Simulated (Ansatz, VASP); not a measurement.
BeTe: VASP beside Ansatz

File INCAR:

```
PREC = Accurate
ENCUT = 600
EDIFF = 1E-6
ISMEAR = 0
SIGMA = 0.01
LREAL = F
LASPH = T
NELM = 120
ALGO = Normal
ISIF = 2
LWAVE = F
LCHARG = F
GGA = PE
NBANDS = 11
GGA_COMPAT = F
```

KPOINTS

```
Automatic mesh
0
Gamma
  6 6 6
```

The input POSCAR:

```
BeTe
1.0
    0.0000000000      2.7451556124      2.7451556124
    2.7451556124      0.0000000000      2.7451556124
    2.7451556124      2.7451556124      0.0000000000
Be Te
1 1
Direct
    0.0000000000      0.0000000000      0.0000000000
    0.2500000000      0.2500000000      0.2500000000
```

Input for Ansatz:

```yaml
crystal:
  lattice:
    - [0.0, 2.7451556123533036, 2.7451556123533036]
    - [2.7451556123533036, 0.0, 2.7451556123533036]
    - [2.7451556123533036, 2.7451556123533036, 0.0]
  atoms:
    - { symbol: Be, position: [0.0, 0.0, 0.0] }
    - { symbol: Te, position: [0.25, 0.25, 0.25] }
basis:
  ecutwfc: 500.0
kpoints:
  mp_grid:
    grid: [6, 6, 6]
hamiltonian:
  xc: pbe
scf:
  occupations:
    method: fixed
output:
  stress: true
```

Alike in both runs: task single point; functional PBE; k mesh 6 × 6 × 6; no spin polarisation.

|  | VASP | Ansatz |
| --- | --- | --- |
| version | VASP 6.6.1 | Ansatz 0.2.0 |
| potentials or method | VASP PAW PBE potentials, release 64 (Be, Te), cutoff 600 eV | plane waves, PAW |
| occupations | gaussian, width 0.01 eV | fixed |
| valence electrons in the cell | 8 | 18 |

Ansatz gave:

- pressure (GPa): 6.4

Which values does VASP return?

Pressure (GPa): 6.6.

VASP's potentials hold 8 valence electrons a cell and Ansatz's 18, so a difference there can come from the potentials and not from the codes.

Spin-orbit coupling is off throughout.
